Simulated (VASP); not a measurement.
A run of VASP 6.6.1:

Contents of INCAR:

```
SYSTEM = Os
PREC = Accurate
ENCUT = 560
EDIFF = 1E-6
ISMEAR = 0
SIGMA = 0.1
LREAL = .False.
LASPH = .True.
NELM = 120
ALGO = Normal
ISIF = 2
LWAVE = .False.
LCHARG = .False.
GGA = PE
NBANDS = 14
GGA_COMPAT = .False.
```

KPOINTS

```
regular mesh
0
Gamma
  8 8 4
  0 0 0
```

The input POSCAR:

```
Os
1.0
    2.1075628400      0.0000000000      0.0000000000
    0.0000000000      2.1075628400      0.0000000000
    0.0000000000      0.0000000000      6.2909272500
Os
1
Direct
    0.0000000000      0.0000000000      0.5000000000
```

Potentials or basis: VASP PAW PBE potentials, release 64 (Os_sv_GW).

Command:

```bash
$ cat potpaw_PBE.64/Os_sv_GW/POTCAR > POTCAR
$ mpirun -np 1 vasp_std > vasp.out
```

Hardware: 1 thread of Intel(R) Xeon(R) Platinum 8488C (Sapphire Rapids), on a shared host.

Q: How long does it take, and how much memory?

A: Wall time 15 s on 1 thread of Intel(R) Xeon(R) Platinum 8488C (Sapphire Rapids), on a shared host, peak memory 0.15 GiB. Counts: scf iterations 13, k points 45.
